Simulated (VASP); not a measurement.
# Mg3Te: single point with PBE

Mg3Te:

```
Mg Te
1.0
    -2.79220    2.79220    2.79220
     2.79220   -2.79220    2.79220
     2.79220    2.79220   -2.79220
Mg Te
3 1
Cartesian
  2.7922 0.0000 0.0000
  0.0000 2.7922 0.0000
  0.0000 0.0000 2.7922
  0.0000 0.0000 0.0000
```

| Item | Value |
| --- | --- |
| Program | VASP 6.6.1 |
| Task | single point |
| Functional | PBE |
| Potentials or basis | VASP PAW PBE potentials, release 64 (Mg, Te) |
| Cutoff | 520 eV |
| k mesh | 4 × 4 × 4 |
| Occupations | gaussian, width 0.1 eV |
| Spin | no spin polarisation |

```yaml
Pressure: 13.3 GPa
Band_gap_on_the_k_mesh: zero (band 6 reaches 6.44 eV, above the bottom of band 7 at 5.21 eV)
```

Levels at points of the mesh, in eV from the Fermi level:
```tsv
k point	band 4	band 5	band 6	band 7	band 8	band 9
(0.00, 0.00, 0.00)	-3.29	-3.29	1.23	1.23	1.23	1.94
(0.50, 0.00, 0.00)	-3.55	-2.52	-0.63	1.41	1.64	3.09
(0.50, 0.50, 0.50)	-5.01	-2.75	-2.75	2.61	2.61	2.61
```

It took 15 s on 1 thread of Intel(R) Xeon(R) Platinum 8488C (Sapphire Rapids), with other jobs on the host, peak memory 0.2 GiB.

Caveat: the k points lie up to 0.40 Å⁻¹ apart; spin-orbit coupling is left out, which moves the levels of the heavy elements.
